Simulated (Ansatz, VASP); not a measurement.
# One calculation of SiNi2, two programs

File INCAR:

```
ALGO = Normal ; EDIFF = 1E-7
EDIFFG = -0.01 ; ENCUT = 600
GGA = PE ; GGA_COMPAT = F
IBRION = 2 ; ISIF = 3
ISMEAR = 0 ; LASPH = T
LCHARG = F ; LREAL = F
LWAVE = F ; NELM = 120
NELMIN = 4 ; NSW = 100
PREC = Accurate ; SIGMA = 0.1
```

File KPOINTS:

```
k-points
0
Gamma
  18 18 8
```

File POSCAR:

```
SiNi2
1.0
    2.5650136655      0.0000000000      0.0000000000
    0.0000000000      2.5650136655      0.0000000000
    0.0000000000      0.0000000000      5.4973921224
Si Ni
1 2
Direct
    0.0000000000      0.0000000000      0.3798206221
    0.0000000000      0.0000000000      0.9790820263
    0.5000000000      0.5000000000      0.6540513416
```

Input for Ansatz:

```yaml
crystal:
  lattice:
    - [2.5650136655, 0.0, 0.0]
    - [0.0, 2.5650136655, 0.0]
    - [0.0, 0.0, 5.4973921224]
  atoms:
    - { symbol: Si, position: [0.0, 0.0, 0.3798206221] }
    - { symbol: Ni, position: [0.0, 0.0, 0.9790820263] }
    - { symbol: Ni, position: [0.5, 0.5, 0.6540513416] }
basis:
  ecutwfc: 420
kpoints:
  mp_grid: { grid: [18, 18, 8] }
hamiltonian:
  xc: pbe
scf:
  occupations: { method: gaussian, width: 0.1 }
output:
  forces: true
  stress: true
  eigenvalues: true
relax:
  adjacent_minimum: "off"
  f_tol: 0.01
  max_steps: 80
  cell: { stress_tol: 0.05 }
```

Alike in both runs: task relaxation of cell and atoms; functional PBE; k mesh 18 × 18 × 8; occupations gaussian, width 0.1 eV; no spin polarisation.

|  | VASP | Ansatz |
| --- | --- | --- |
| version | VASP 6.6.1 | Ansatz 0.2.0 |
| potentials or method | VASP PAW PBE potentials, release 64 (Si, Ni), cutoff 600 eV | scalar-relativistic, plane waves, PAW |
| valence electrons in the cell | 24 | 40 |

```tsv
	VASP	Ansatz	Ansatz less VASP
gap on the k mesh at the Fermi level, each at its own relaxed structure (eV)	none	none	-
relaxed volume (Å³/atom)	12.12	12.11	-0.013
relaxed length of the cell vector where the two differ most in proportion (Å)	5.471	5.468	-0.0026
```

A gap of «none» marks a metal or a gap that the smearing closes. VASP's potentials hold 24 valence electrons a cell and Ansatz's 40, so a difference there can come from the potentials and not from the codes.
